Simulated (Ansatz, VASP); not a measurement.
**Two plane-wave programs on SiW3**

INCAR

```
  PREC = Accurate
  ENCUT = 520
  EDIFF = 1E-6
  ISMEAR = 0
  SIGMA = 0.15
  LREAL = False
  LASPH = True
  NELM = 80
  ALGO = Fast
  ISIF = 2
  LWAVE = False
  LCHARG = False
  GGA = PS
  NBANDS = 31
```

KPOINTS

```
regular mesh
0
Gamma
  14 14 14
```

POSCAR

```
SiW3
1.0
   -2.5771952866      2.5771952866      2.5771952866
    2.5771952866     -2.5771952866      2.5771952866
    2.5771952866      2.5771952866     -2.5771952866
Si W
1 3
Direct
    0.0000000000      0.0000000000      0.0000000000
    0.5000000000      0.5000000000      0.0000000000
    0.5000000000      0.0000000000      0.5000000000
    0.0000000000      0.5000000000      0.5000000000
```

Input for Ansatz:

```yaml
crystal:
  lattice:
    - [-2.5771952861, 2.5771952861, 2.5771952861]
    - [2.5771952861, -2.5771952861, 2.5771952861]
    - [2.5771952861, 2.5771952861, -2.5771952861]
  atoms:
    - { symbol: Si, position: [0.0, 0.0, 0.0] }
    - { symbol: W, position: [0.5, 0.5, 0.0] }
    - { symbol: W, position: [0.5, 0.0, 0.5] }
    - { symbol: W, position: [0.0, 0.5, 0.5] }
basis:
  ecutwfc: 420
kpoints:
  mp_grid: { grid: [14, 14, 14] }
hamiltonian:
  xc: pbesol
scf:
  occupations: { method: gaussian, width: 0.15 }
output:
  forces: true
  stress: true
  eigenvalues: true
```

Alike in both runs: task single point; functional PBEsol; k mesh 14 × 14 × 14; occupations gaussian, width 0.15 eV; no spin polarisation.

|  | VASP | Ansatz |
| --- | --- | --- |
| version | VASP 6.6.1 | Ansatz 0.2.0 |
| potentials or method | VASP PAW PBE potentials, release 64 (Si, W_sv), cutoff 520 eV | scalar-relativistic, plane waves, PAW |
| valence electrons in the cell | 46 | 46 |

```tsv
	VASP	Ansatz	Ansatz less VASP
gap on the k mesh at the Fermi level (eV)	none	none	-
pressure (GPa)	0.4	0.0	-0.33
```

VASP's potentials were made for PBE, not for PBEsol. A gap of «none» marks a metal or a gap that the smearing closes.

Spin-orbit coupling is off throughout.
